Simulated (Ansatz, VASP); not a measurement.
## BaTiO3 in VASP and in Ansatz

```
Ba Ti O
1.0
     2.82767    1.63255    2.34091
    -2.82767    1.63255    2.34091
     0.00000   -3.26511    2.34091
Ba Ti O
1 1 3
Direct
  0.99700 0.99700 0.99700
  0.48431 0.48431 0.48431
  0.51101 0.51101 0.01798
  0.01798 0.51101 0.51101
  0.51101 0.01798 0.51101
```

Change from the starting cell: z stretched by +1 %, ions relaxed.

Alike in both runs: functional PBE; k mesh 8 × 8 × 8; occupations fermi-dirac, width 0.02 eV; no spin polarisation.

Ansatz relaxed the structure, and its values are those at the end. VASP's run is a single point on that final structure, the one shown.

```csv
,VASP,Ansatz
version,VASP 6.6.1,Ansatz 0.2.0
potentials or method,"VASP PAW PBE potentials, release 64 (Ba_sv, Ti_sv, O_h)","plane-wave PAW, scalar-relativistic"
plane-wave cutoff (eV),910,420
valence electrons in the cell,40,40
```

```csv
,VASP,Ansatz,Ansatz less VASP
gap on the k mesh at the Fermi level (eV),2.41,2.46,+0.049
rms of the force components (eV/Å),0.020,0.005,-0.0155
```

The functional is the same, so the differences come from potentials, cutoffs and numerics. Ansatz's warnings: stress scf threshold loose.

Spin-orbit coupling is off throughout. Noted on VASP's run: the cutoff is short for stress, so the pressure is rough.
